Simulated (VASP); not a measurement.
# CaAlBrCl3 (Cmmm) in VASP: notebook

Runs on CaAlBrCl3. Level: PBE. Tasks: single point, relaxation of cell and atoms.

All numbers are computed with VASP 6.6.1; they aren't measurements. Logs are shortened: lines on timing, memory, paths and dates and some standing lists are left out, and cuts for length are marked.

**1. The cell of the first run**

The structure is orthorhombic, space group Cmmm (No. 65). The conventional cell has a = 5.346 Å, b = 12.368 Å, c = 8.571 Å, α = 90.00°, β = 90.00°, γ = 90.00°. Within 3.5 Å of Ca (site symmetry mmm) lie 4 Cl at 2.67 to 2.71 Å. Al (site symmetry mmm) has 2 Br at 2.67 Å within 3.5 Å. Within 3.5 Å of Br (site symmetry mmm) lie 2 Al at 2.67 Å. Within 3.5 Å of Cl (site symmetry mmm) lie 2 Ca at 2.67 Å and 2 Cl at 3.48 Å. Within 3.6 Å of Cl (site symmetry m2m) lie 1 Ca at 2.71 Å and 3 Cl at 2.78 to 3.48 Å.

**2. Single point, PBE**

Input file INCAR:

```
PREC = Accurate
ENCUT = 520
EDIFF = 1E-6
ISMEAR = 0
SIGMA = 0.2
LREAL = F
LASPH = T
NELM = 100
ALGO = Normal
ISIF = 2
LWAVE = F
LCHARG = F
GGA = PE
NBANDS = 30
```

Input file KPOINTS:

```
Automatic mesh
0
Gamma
  3 3 3
```

Input file POSCAR:

```
CaAlBrCl3
1.0
    2.6731121837     -6.1841979695      0.0000000000
    2.6731121837      6.1841979695      0.0000000000
    0.0000000000      0.0000000000      8.5713964480
Ca Al Br Cl
1 1 1 3
Direct
    0.5000000000      0.5000000000      0.5000000000
    0.5000000000      0.5000000000      0.0000000000
    0.0000000000      0.0000000000      0.0000000000
    0.0000000000      0.0000000000      0.5000000000
    0.2812500463      0.7187499537      0.5000000000
    0.7187499537      0.2812500463      0.5000000000
```

Potentials or basis: VASP PAW PBE potentials, release 64 (Ca_sv, Al, Br, Cl).

Run with:

```
cat potpaw_PBE.64/Ca_sv/POTCAR potpaw_PBE.64/Al/POTCAR potpaw_PBE.64/Br/POTCAR potpaw_PBE.64/Cl/POTCAR > POTCAR
mpirun -np 1 vasp_std > vasp.out
```

OUTCAR:

```text
PREC = Accurate
   ENCUT = 520
   EDIFF = 1E-6
   ISMEAR = 0
   LREAL = F
   LASPH = T
   NELM = 100
   ISIF = 2
   GGA = PE

 ion  position               nearest neighbor table
   1  0.500  0.500  0.500-   4 2.67   4 2.67   6 2.71   5 2.71
   2  0.500  0.500  0.000-   3 2.67   3 2.67
   3  0.000  0.000  0.000-   2 2.67   2 2.67
   4  0.000  0.000  0.500-   1 2.67   1 2.67
   5  0.281  0.719  0.500-   1 2.71
   6  0.719  0.281  0.500-   1 2.71

  LATTYP: Found a base centered orthorhombic cell.
 ALAT       =     5.3462243674
 B/A-ratio  =     2.3134823923
 C/A-ratio  =     1.6032616402

  Lattice vectors:

 A1 = (   2.6731121837,  -6.1841979695,   0.0000000000)
 A2 = (   2.6731121837,   6.1841979695,   0.0000000000)
 A3 = (   0.0000000000,   0.0000000000,   8.5713964480)

Analysis of symmetry for initial positions (statically):
=====================================================================
 Subroutine PRICEL returns:
 Original cell was already a primitive cell.

 Routine SETGRP: Setting up the symmetry group for a
 base centered orthorhombic supercell.

 Subroutine GETGRP returns: Found  8 space group operations
 (whereof  8 operations were pure point group operations)
 out of a pool of  8 trial point group operations.

The static configuration has the point symmetry D_2h.

Analysis of symmetry for dynamics (positions and initial velocities):
=====================================================================
 Subroutine PRICEL returns:
 Original cell was already a primitive cell.

 Routine SETGRP: Setting up the symmetry group for a
 base centered orthorhombic supercell.

 Subroutine GETGRP returns: Found  8 space group operations
 (whereof  8 operations were pure point group operations)
 out of a pool of  8 trial point group operations.

The dynamic configuration has the point symmetry D_2h.

 Subroutine INISYM returns: Found  8 space group operations
 (whereof  8 operations are pure point group operations),
 and found     1 'primitive' translations

----------------------------------------------------------------------------------------

                                     Primitive cell

  volume of cell :     283.3885

  direct lattice vectors                    reciprocal lattice vectors
     2.673112184 -6.184197969  0.000000000     0.187047892 -0.080851228  0.000000000
     2.673112184  6.184197969  0.000000000     0.187047892  0.080851228  0.000000000
     0.000000000  0.000000000  8.571396448     0.000000000  0.000000000  0.116667104

  length of vectors
     6.737197731  6.737197731  8.571396448     0.203773980  0.203773980  0.116667104

  position of ions in fractional coordinates (direct lattice)
     0.500000000  0.500000000  0.500000000
     0.500000000  0.500000000  0.000000000
     0.000000000  0.000000000  0.000000000
     0.000000000  0.000000000  0.500000000
     0.281250046  0.718749954  0.500000000
     0.718749954  0.281250046  0.500000000

  ion indices of the primitive-cell ions
   primitive index   ion index
                 1           1
                 2           2
                 3           3
                 4           4
                 5           5
                 6           6

----------------------------------------------------------------------------------------

 KPOINTS: Automatic mesh

Automatic generation of k-mesh.
 Grid dimensions read from file:
 generate k-points for:    3    3    3

 Generating k-lattice:

  Cartesian coordinates                     Fractional coordinates (reciprocal lattice)
     0.062349297 -0.026950409  0.000000000     0.333333333  0.000000000  0.000000000
     0.062349297  0.026950409  0.000000000     0.000000000  0.333333333  0.000000000
     0.000000000  0.000000000  0.038889035     0.000000000  0.000000000  0.333333333

  Length of vectors
     0.067924660  0.067924660  0.038889035

  Shift w.r.t. Gamma in fractional coordinates (k-lattice)
     0.000000000  0.000000000  0.000000000

 Subroutine IBZKPT returns following result:
 ===========================================

 Found      8 irreducible k-points:

 Following reciprocal coordinates:
            Coordinates               Weight
  0.000000  0.000000  0.000000      1.000000
  0.333333 -0.000000  0.000000      4.000000
  0.333333  0.333333  0.000000      2.000000
 -0.333333  0.333333  0.000000      2.000000
  0.000000  0.000000  0.333333      2.000000
  0.333333 -0.000000  0.333333      8.000000
  0.333333  0.333333  0.333333      4.000000
 -0.333333  0.333333  0.333333      4.000000
   k-points           NKPTS =      8   k-points in BZ     NKDIM =      8   number of bands    NBANDS=     30
   number of dos      NEDOS =    301   number of ions     NIONS =      6
   total plane-waves  NPLWV = 160000
   dimension x,y,z NGX =    50 NGY =   50 NGZ =   64
   dimension x,y,z NGXF=   100 NGYF=  100 NGZF=  128
   ions per type =               1   1   1   3
   NGX,Y,Z   is equivalent  to a cutoff of  12.34, 12.34, 12.41 a.u.
   NGXF,Y,Z  is equivalent  to a cutoff of  24.68, 24.68, 24.83 a.u.
 SYSTEM =  unknown system
   PREC   = accura    normal or accurate (medium, high low for compatibility)
   ISTART =      0    job   : 0-new  1-cont  2-samecut
   ICHARG =      2    charge: 1-file 2-atom 10-const
   ISPIN  =      1    spin polarized calculation?
   LNONCOLLINEAR =      F non collinear calculations
   LSORBIT =      F    spin-orbit coupling
   LASPH  =      T    aspherical Exc in radial PAW
   ENCUT  =  520.0 eV  38.22 Ry    6.18 a.u.  12.53 12.53 15.94*2*pi/ulx,y,z
   NELM   =    100;   NELMIN=  2; NELMDL= -5     # of ELM steps
   EDIFF  = 0.1E-05   stopping-criterion for ELM
   LREAL  =      F    real-space projection
   EDIFFG = 0.1E-04   stopping-criterion for IOM
   NSW    =      0    number of steps for IOM
   IBRION =     -1    ionic relax: 0-MD 1-quasi-New 2-CG
   NFREE  =      0    steps in history (QN), initial steepest desc. (CG)
   ISIF   =      2    stress and relaxation
   ISYM   =      2    0-nonsym 1-usesym 2-fastsym
   POTIM  = 0.5000    time-step for ionic-motion
   TEBEG  =    0.0;   TEEND  =   0.0 temperature during run
   PSTRESS=    0.0 pullay stress
   NELECT =      41.0000    total number of electrons
   NUPDOWN=      -1.0000    fix difference up-down
   EMIN   =  10.00;   EMAX   =-10.00  energy-range for DOS
   EFERMI =   0.00;   METHOD = LEGACY
   ISMEAR =     0;   SIGMA  =   0.20  broadening in eV -4-tet -1-fermi 0-gaus
   EFERMI_NEDOS =   21; number of points for ismear=-14 and -15
   IALGO  =     38    algorithm
   IMIX   =      4    mixing-type and parameters
     AMIX     =   0.40;   BMIX     =  1.00
     AMIX_MAG =   1.60;   BMIX_MAG =  1.00
  volume/ion in A,a.u.               =      47.23       318.73
  Fermi-wavevector in a.u.,A,eV,Ry     =   0.859426  1.624081 10.049452  0.738614
  Thomas-Fermi vector in A             =   1.976780
   LORBIT       =      0    0 simple, 1 ext, 2 COOP (PROOUT), +10 PAW based schemes
   GGA     = PE    functional components
   LHFCALC =     F    Hartree Fock is set to
   AEXX    =    0.0000 exact exchange contribution
   IVDW    =     0    specifies the selected vdW correction
   LEPSILON=     F    determine dielectric tensor
   LRPA    =     F    only Hartree local field effects (RPA)
 non-spin polarized calculation
 Gauss-broadening in eV      SIGMA  =   0.20
  energy-cutoff  :      520.00
  volume of cell :      283.39
 maximum number of plane-waves:      7648
 NGX is ok and might be reduce to    50
   NGX = 25   NGY = 25   NGZ = 31

 number of electron      40.9999996 magnetization

 Free energy of the ion-electron system (eV)
  ---------------------------------------------------
  ext. energy  EPLUGINS =         0.00000000
  ---------------------------------------------------
  free energy    TOTEN  =       -17.94658113 eV

  energy without entropy =      -17.87460340  energy(sigma->0) =      -17.91059227

 E-fermi :  -1.4298     XC(G=0):  -5.9005

 val. band max:       -1.5247095526   @ k =   0.3333   0.3333   0.3333
 cond. band min:      -0.8604272524   @ k =  -0.3333   0.3333   0.0000
 fundamental gap:      0.6642823002
 Fermi energy:        -1.4298278623

 k-point     1 :       0.0000    0.0000    0.0000
  band No.  band energies     occupation
      1     -41.7470      2.00000
      2     -22.9164      2.00000
      3     -22.6935      2.00000
      4     -22.6765      2.00000
      5     -15.7538      2.00000
      6     -15.6865      2.00000
[... 22 lines left out ...]
     29       3.9553      0.00000
     30       4.7731      0.00000

 k-point     2 :       0.3333   -0.0000    0.0000
  band No.  band energies     occupation
      1     -41.7468      2.00000
      2     -22.9162      2.00000
      3     -22.7161      2.00000
      4     -22.6771      2.00000
      5     -15.6600      2.00000
      6     -15.4563      2.00000
[... 22 lines left out ...]
     29       4.1228      0.00000
     30       5.0166      0.00000

 k-point     3 :       0.3333    0.3333    0.0000
  band No.  band energies     occupation
      1     -41.7468      2.00000
      2     -22.9162      2.00000
      3     -22.7161      2.00000
      4     -22.6780      2.00000
      5     -15.6596      2.00000
      6     -15.3779      2.00000
[... 22 lines left out ...]
     29       4.7925      0.00000
     30       5.2134      0.00000

 k-point     4 :      -0.3333    0.3333    0.0000
  band No.  band energies     occupation
      1     -41.7469      2.00000
      2     -22.9164      2.00000
      3     -22.6935      2.00000
      4     -22.6783      2.00000
      5     -15.6895      2.00000
      6     -15.6727      2.00000
[... 22 lines left out ...]
     29       4.4582      0.00000
     30       5.0125      0.00000

 k-point     5 :       0.0000    0.0000    0.3333
  band No.  band energies     occupation
      1     -41.7470      2.00000
      2     -22.9164      2.00000
      3     -22.6935      2.00000
      4     -22.6765      2.00000
      5     -15.7528      2.00000
      6     -15.6870      2.00000
[... 22 lines left out ...]
     29       3.9638      0.00000
     30       4.6244      0.00000

 k-point     6 :       0.3333   -0.0000    0.3333
  band No.  band energies     occupation
      1     -41.7468      2.00000
      2     -22.9162      2.00000
      3     -22.7161      2.00000
      4     -22.6771      2.00000
      5     -15.6594      2.00000
      6     -15.4565      2.00000
[... 22 lines left out ...]
     29       4.2733      0.00000
     30       4.8291      0.00000

 k-point     7 :       0.3333    0.3333    0.3333
  band No.  band energies     occupation
      1     -41.7468      2.00000
      2     -22.9162      2.00000
      3     -22.7161      2.00000
      4     -22.6780      2.00000
      5     -15.6591      2.00000
      6     -15.3779      2.00000
[... 22 lines left out ...]
     29       4.6217      0.00000
     30       4.6432      0.00000

 k-point     8 :      -0.3333    0.3333    0.3333
  band No.  band energies     occupation
      1     -41.7469      2.00000
      2     -22.9164      2.00000
      3     -22.6935      2.00000
      4     -22.6783      2.00000
      5     -15.6876      2.00000
      6     -15.6741      2.00000
[... 22 lines left out ...]
     29       4.2515      0.00000
     30       4.5876      0.00000

------------------------ aborting loop because EDIFF is reached ----------------------------------------

  FORCE on cell =-STRESS in cart. coord.  units (eV):
  Direction    XX          YY          ZZ          XY          YZ          ZX
  --------------------------------------------------------------------------------------
  -------------------------------------------------------------------------------------
  Total       -0.1429715     -0.3794062      0.5549576      0.0000000      0.0000000      0.0000000
  in kB       -0.8083097     -2.1450277      3.1375327      0.0000000      0.0000000      0.0000000
  external PRESSURE =       0.0613984 kB  Pullay stress =       0.0000000 kB

 VOLUME and BASIS-vectors are now :
 -----------------------------------------------------------------------------
  energy-cutoff  :      520.00
  volume of cell :      283.39
      direct lattice vectors                 reciprocal lattice vectors
     2.673112184 -6.184197969  0.000000000     0.187047892 -0.080851228  0.000000000
     2.673112184  6.184197969  0.000000000     0.187047892  0.080851228  0.000000000
     0.000000000  0.000000000  8.571396448     0.000000000  0.000000000  0.116667104

 POSITION                                       TOTAL-FORCE (eV/Angst)
 -----------------------------------------------------------------------------------
      2.67311      0.00000      4.28570         0.000000      0.000000      0.000000
      2.67311      0.00000      0.00000         0.000000      0.000000      0.000000
      0.00000      0.00000      0.00000         0.000000     -0.000000      0.000000
      0.00000      0.00000      4.28570         0.000000      0.000000      0.000000
      2.67311      2.70559      4.28570         0.000000      0.000556      0.000000
      2.67311     -2.70559      4.28570         0.000000     -0.000556      0.000000
 -----------------------------------------------------------------------------------
    total drift:                                0.000000     -0.000000     -0.000000

  FREE ENERGIE OF THE ION-ELECTRON SYSTEM (eV)
  ---------------------------------------------------
  free  energy   TOTEN  =       -17.9465811307 eV

  energy  without entropy=      -17.8746034025  energy(sigma->0) =      -17.91059227
```

Wall time 73 s (1 thread of Intel Xeon Platinum 8488C (Sapphire Rapids), shared host); peak memory 0.44 GiB.

What came out:

```
Free energy : -17.9466 eV
Pressure    : 0.0 GPa
```

Levels at points of the mesh, in eV from the Fermi level:
| k point | band 18 | band 19 | band 20 | band 21 | band 22 | band 23 |
| --- | --- | --- | --- | --- | --- | --- |
| (0.00, 0.00, 0.00) | -1.41 | -1.09 | -0.74 | 0.74 | 2.57 | 3.11 |

Caveat: the k points lie up to 0.43 Å⁻¹ apart; an odd number of electrons without spin polarisation forces a metal; a magnetic or distorted state may lie lower.

(Part 1 of 2 ends here.)
